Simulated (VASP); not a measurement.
# AlN (I4/mmm) in VASP: notebook, part 2 of 2

VASP 6.6.1.

### 4 Single point, PBE (epitaxial xy strain -1.0%)

INCAR reads:

```
  PREC = Accurate
  ENCUT = 520
  EDIFF = 1E-6
  ISMEAR = -1
  SIGMA = 0.02
  LREAL = F
  LASPH = T
  NELM = 100
  ALGO = Normal
  ISIF = 2
  LWAVE = F
  LCHARG = T
  GGA = PE
  LELF = T
  LVHAR = T
  NBANDS = 11
```

KPOINTS reads:

```
regular mesh
0
Gamma
  10 10 10
```

POSCAR reads:

```
AlN
1.0
    0.0000000000      1.9986797676      2.0351329808
    1.9986797676      0.0000000000      2.0351329808
    1.9986797676      1.9986797676      0.0000000000
Al N
1 1
Direct
    0.0000000000      0.0000000000      0.0000000000
    0.5000000000      0.5000000000      0.5000000000
```

Potentials or basis: VASP PAW PBE potentials, release 64 (Al, N).

Command:

```bash
cat potpaw_PBE.64/Al/POTCAR potpaw_PBE.64/N/POTCAR > POTCAR
mpirun -np 1 vasp_std > vasp.out
```

OUTCAR:

```text
PREC = Accurate
   ENCUT = 520
   EDIFF = 1E-6
   ISMEAR = -1
   LREAL = F
   LASPH = T
   NELM = 100
   ISIF = 2
   GGA = PE

 ion  position               nearest neighbor table
   1  0.000  0.000  0.000-   2 2.00   2 2.00   2 2.00   2 2.00   2 2.04   2 2.04
   2  0.500  0.500  0.500-   1 2.00   1 2.00   1 2.00   1 2.00   1 2.04   1 2.04

  LATTYP: Found a body centered tetragonal cell.
 ALAT       =     2.8265600342
 C/A-ratio  =     1.4400069032

  Lattice vectors:

 A1 = (  -1.9986797676,   0.0000000000,   2.0351329808)
 A2 = (   1.9986797676,   0.0000000000,   2.0351329808)
 A3 = (   0.0000000000,   1.9986797676,  -2.0351329808)

Analysis of symmetry for initial positions (statically):
=====================================================================
 Subroutine PRICEL returns:
 Original cell was already a primitive cell.

 Routine SETGRP: Setting up the symmetry group for a
 body centered tetragonal supercell.

 Subroutine GETGRP returns: Found 16 space group operations
 (whereof 16 operations were pure point group operations)
 out of a pool of 16 trial point group operations.

The static configuration has the point symmetry D_4h.

Analysis of symmetry for dynamics (positions and initial velocities):
=====================================================================
 Subroutine PRICEL returns:
 Original cell was already a primitive cell.

 Routine SETGRP: Setting up the symmetry group for a
 body centered tetragonal supercell.

 Subroutine GETGRP returns: Found 16 space group operations
 (whereof 16 operations were pure point group operations)
 out of a pool of 16 trial point group operations.

The dynamic configuration has the point symmetry D_4h.

 Subroutine INISYM returns: Found 16 space group operations
 (whereof 16 operations are pure point group operations),
 and found     1 'primitive' translations

----------------------------------------------------------------------------------------

                                     Primitive cell

  volume of cell :      16.2596

  direct lattice vectors                    reciprocal lattice vectors
     0.000000000  1.998679768  2.035132981    -0.250165138  0.250165138  0.245684191
     1.998679768  0.000000000  2.035132981     0.250165138 -0.250165138  0.245684191
     1.998679768  1.998679768  0.000000000     0.250165138  0.250165138 -0.245684191

  length of vectors
     2.852452815  2.852452815  2.826560034     0.430727192  0.430727192  0.430727192

  position of ions in fractional coordinates (direct lattice)
     0.000000000  0.000000000  0.000000000
     0.500000000  0.500000000  0.500000000

  ion indices of the primitive-cell ions
   primitive index   ion index
                 1           1
                 2           2

----------------------------------------------------------------------------------------

 KPOINTS: regular mesh

Automatic generation of k-mesh.
 Grid dimensions read from file:
 generate k-points for:   10   10   10

 Generating k-lattice:

  Cartesian coordinates                     Fractional coordinates (reciprocal lattice)
    -0.025016514  0.025016514  0.024568419     0.100000000 -0.000000000  0.000000000
     0.025016514 -0.025016514  0.024568419    -0.000000000  0.100000000  0.000000000
     0.025016514  0.025016514 -0.024568419     0.000000000  0.000000000  0.100000000

  Length of vectors
     0.043072719  0.043072719  0.043072719

  Shift w.r.t. Gamma in fractional coordinates (k-lattice)
     0.000000000  0.000000000  0.000000000

 Subroutine IBZKPT returns following result:
 ===========================================

 Found    102 irreducible k-points:

 Following reciprocal coordinates:
            Coordinates               Weight
  0.000000  0.000000  0.000000      1.000000
  0.100000  0.000000  0.000000      8.000000
  0.200000  0.000000  0.000000      8.000000
  0.300000  0.000000  0.000000      8.000000
  0.400000  0.000000  0.000000      8.000000
  0.500000  0.000000  0.000000      4.000000
[... 16 lines left out ...]
  0.300000  0.300000  0.000000      2.000000
  0.400000  0.300000  0.000000      8.000000
 [... further k-points ...]
   k-points           NKPTS =    102   k-points in BZ     NKDIM =    102   number of bands    NBANDS=     11
   number of dos      NEDOS =    301   number of ions     NIONS =      2
   total plane-waves  NPLWV =  13824
   dimension x,y,z NGX =    24 NGY =   24 NGZ =   24
   dimension x,y,z NGXF=    48 NGYF=   48 NGZF=   48
   ions per type =               1   1
   NGX,Y,Z   is equivalent  to a cutoff of  13.99, 13.99, 14.12 a.u.
   NGXF,Y,Z  is equivalent  to a cutoff of  27.98, 27.98, 28.23 a.u.
 SYSTEM =  unknown system
   PREC   = accura    normal or accurate (medium, high low for compatibility)
   ISTART =      0    job   : 0-new  1-cont  2-samecut
   ICHARG =      2    charge: 1-file 2-atom 10-const
   ISPIN  =      1    spin polarized calculation?
   LNONCOLLINEAR =      F non collinear calculations
   LSORBIT =      F    spin-orbit coupling
   LASPH  =      T    aspherical Exc in radial PAW
   ENCUT  =  520.0 eV  38.22 Ry    6.18 a.u.   5.30  5.30  5.26*2*pi/ulx,y,z
   NELM   =    100;   NELMIN=  2; NELMDL= -5     # of ELM steps
   EDIFF  = 0.1E-05   stopping-criterion for ELM
   LREAL  =      F    real-space projection
   EDIFFG = 0.1E-04   stopping-criterion for IOM
   NSW    =      0    number of steps for IOM
   IBRION =     -1    ionic relax: 0-MD 1-quasi-New 2-CG
   NFREE  =      0    steps in history (QN), initial steepest desc. (CG)
   ISIF   =      2    stress and relaxation
   ISYM   =      2    0-nonsym 1-usesym 2-fastsym
   POTIM  = 0.5000    time-step for ionic-motion
   TEBEG  =    0.0;   TEEND  =   0.0 temperature during run
   PSTRESS=    0.0 pullay stress
   NELECT =       8.0000    total number of electrons
   NUPDOWN=      -1.0000    fix difference up-down
   EMIN   =  10.00;   EMAX   =-10.00  energy-range for DOS
   EFERMI =   0.00;   METHOD = LEGACY
   ISMEAR =    -1;   SIGMA  =   0.02  broadening in eV -4-tet -1-fermi 0-gaus
   EFERMI_NEDOS =   21; number of points for ismear=-14 and -15
   IALGO  =     38    algorithm
   IMIX   =      4    mixing-type and parameters
     AMIX     =   0.40;   BMIX     =  1.00
     AMIX_MAG =   1.60;   BMIX_MAG =  1.00
  volume/ion in A,a.u.               =       8.13        54.86
  Fermi-wavevector in a.u.,A,eV,Ry     =   1.292414  2.442309 22.726283  1.670335
  Thomas-Fermi vector in A             =   2.424124
   LORBIT       =      0    0 simple, 1 ext, 2 COOP (PROOUT), +10 PAW based schemes
   GGA     = PE    functional components
   LHFCALC =     F    Hartree Fock is set to
   AEXX    =    0.0000 exact exchange contribution
   IVDW    =     0    specifies the selected vdW correction
   LEPSILON=     F    determine dielectric tensor
   LRPA    =     F    only Hartree local field effects (RPA)
 non-spin polarized calculation
  energy-cutoff  :      520.00
  volume of cell :       16.26
 maximum number of plane-waves:       452
 NGX is ok and might be reduce to    24
   NGX = 11   NGY = 11   NGZ = 11

 number of electron       7.9999999 magnetization

 Free energy of the ion-electron system (eV)
  ---------------------------------------------------
  ext. energy  EPLUGINS =         0.00000000
  ---------------------------------------------------
  free energy    TOTEN  =       -14.52515448 eV

  energy without entropy =      -14.52515448  energy(sigma->0) =      -14.52515448

 E-fermi :  10.6588     XC(G=0): -12.3607

 val. band max:       10.2568280052   @ k =   0.0000   0.0000   0.0000
 cond. band min:      14.8823935232   @ k =   0.5000   0.0000   0.5000
 fundamental gap:      4.6255655180
 Fermi energy:        10.6587684448

 k-point     1 :       0.0000    0.0000    0.0000
  band No.  band energies     occupation
      1      -7.5270      2.00000
      2      10.1309      2.00000
      3      10.1309      2.00000
      4      10.2568      2.00000
      5      16.0820      0.00000
      6      22.2341      0.00000
      7      22.4793      0.00000
      8      22.4793      0.00000
      9      27.5831      0.00000
     10      27.7920      0.00000
     11      28.3851      0.00000
[... 309 lines left out ...]
 k-point    24 :       0.4000    0.3000    0.0000
  band No.  band energies     occupation
      1      -4.5303      2.00000
      2       4.2490      2.00000
      3       7.3651      2.00000
      4       7.9286      2.00000
      5      16.5016      0.00000
      6      17.2512      0.00000
      7      22.4509      0.00000
      8      26.1338      0.00000
      9      26.8790      0.00000
     10      32.2934      0.00000
     11      35.1327      0.00000

 [... further k-points ...]
[... 5 lines left out ...]
  --------------------------------------------------------------------------------------
  -------------------------------------------------------------------------------------
  Total        1.1742037      1.1742037      0.6063219      0.0000000      0.0000000      0.0000000
  in kB      115.7030483    115.7030483     59.7454232      0.0000000      0.0000000      0.0000000
  external PRESSURE =      97.0505066 kB  Pullay stress =       0.0000000 kB

 VOLUME and BASIS-vectors are now :
 -----------------------------------------------------------------------------
  energy-cutoff  :      520.00
  volume of cell :       16.26
      direct lattice vectors                 reciprocal lattice vectors
     0.000000000  1.998679768  2.035132981    -0.250165138  0.250165138  0.245684191
     1.998679768  0.000000000  2.035132981     0.250165138 -0.250165138  0.245684191
     1.998679768  1.998679768  0.000000000     0.250165138  0.250165138 -0.245684191

 POSITION                                       TOTAL-FORCE (eV/Angst)
 -----------------------------------------------------------------------------------
      0.00000      0.00000      0.00000         0.000000     -0.000000      0.000000
      1.99868      1.99868      2.03513        -0.000000      0.000000      0.000000
 -----------------------------------------------------------------------------------
    total drift:                               -0.000000     -0.000000      0.000000

  FREE ENERGIE OF THE ION-ELECTRON SYSTEM (eV)
  ---------------------------------------------------
  free  energy   TOTEN  =       -14.5251544828 eV

  energy  without entropy=      -14.5251544828  energy(sigma->0) =      -14.52515448
```

OSZICAR:

```text
N       E                     dE             d eps       ncg     rms          rms(c)
DAV:   1     0.104950633787E+02    0.10495E+02   -0.40258E+03  2340   0.624E+02
DAV:   2    -0.155275872370E+02   -0.26023E+02   -0.24919E+02  2746   0.142E+02
DAV:   3    -0.162842598402E+02   -0.75667E+00   -0.75502E+00  2715   0.213E+01
DAV:   4    -0.162874487252E+02   -0.31889E-02   -0.31887E-02  2559   0.151E+00
DAV:   5    -0.162874757658E+02   -0.27041E-04   -0.27040E-04  2675   0.132E-01    0.767E+00
DAV:   6    -0.145472841285E+02    0.17402E+01   -0.74048E+00  2448   0.146E+01    0.273E+00
DAV:   7    -0.145307989690E+02    0.16485E-01   -0.19065E-01  2537   0.316E+00    0.180E+00
DAV:   8    -0.145254491699E+02    0.53498E-02   -0.15393E-02  2373   0.108E+00    0.340E-01
DAV:   9    -0.145251034796E+02    0.34569E-03   -0.14324E-03  2601   0.228E-01    0.153E-01
DAV:  10    -0.145251604991E+02   -0.57020E-04   -0.13484E-04  2537   0.852E-02    0.431E-02
DAV:  11    -0.145251547634E+02    0.57357E-05   -0.18720E-05  2634   0.245E-02    0.745E-03
DAV:  12    -0.145251544828E+02    0.28056E-06   -0.60785E-07  1338   0.671E-03
   1 F= -.14525154E+02 E0= -.14525154E+02  d E =-.158961E-11
```

stdout:

```text
POSCAR found type information on POSCAR AlN
 POSCAR found :  2 types and       2 ions
 scaLAPACK will be used
 LDA part: xc-table for (Slater+PW92), standard interpolation
 POSCAR, INCAR and KPOINTS ok, starting setup
 FFT: planning ... GRIDC
 FFT: planning ... GRID_SOFT
 FFT: planning ... GRID
 WAVECAR not read
 entering main loop
```

It took 6.1 s on 1 thread of Intel Xeon 6975P-C (Granite Rapids), shared host; peak memory 0.14 GiB.

What came out:

```
Free energy            : -14.5252 eV
Pressure               : 9.7 GPa
Band gap on the k mesh : 4.63 eV, indirect (least direct gap 5.83 eV)
```

Levels at points of the mesh, in eV from the valence-band top:
```
           k point  band 1  band 2  band 3  band 4  band 5  band 6  band 7  band 8  band 9
(0.00, 0.00, 0.00)  -17.78   -0.13   -0.13    0.00    5.83   11.98   12.22   12.22   17.33
(0.50, 0.00, 0.00)  -14.46   -8.49   -1.23   -1.15    6.14   10.86   11.26   13.46   16.20
(0.50, 0.50, 0.00)  -13.56   -7.63   -2.83   -2.83    4.80    5.31   14.01   17.56   17.56
(0.50, 0.00, 0.50)  -13.40   -7.55   -3.08   -2.85    4.63    5.14   14.24   17.06   17.67
```

Caveat: the cell differs from its parent crystal (epitaxial xy strain -1.0%).

### 5 The runs side by side

| cell | gap on the mesh (eV) | pressure (GPa) |
| --- | --- | --- |
| a = 2.850, b = 2.850, c = 2.769 Å, angles 60.9, 60.9, 58.1°, 2 atoms | 4.62 | 18.3 |
| a = 2.851, b = 2.851, c = 2.798 Å, angles 60.6, 60.6, 58.8°, 2 atoms | 4.62 | 13.8 |
| a = 2.852, b = 2.852, c = 2.827 Å, angles 60.3, 60.3, 59.4°, 2 atoms | 4.63 | 9.7 |

Alike in all rows: task single point; level PBE; potentials or basis VASP PAW PBE potentials, release 64 (Al, N); no spin polarisation; k mesh 10 × 10 × 10; cutoff (eV) 520; smearing fermi-dirac 0.02 eV.

Total energies depend on the potentials used, so only differences within one code and one set of settings carry meaning.
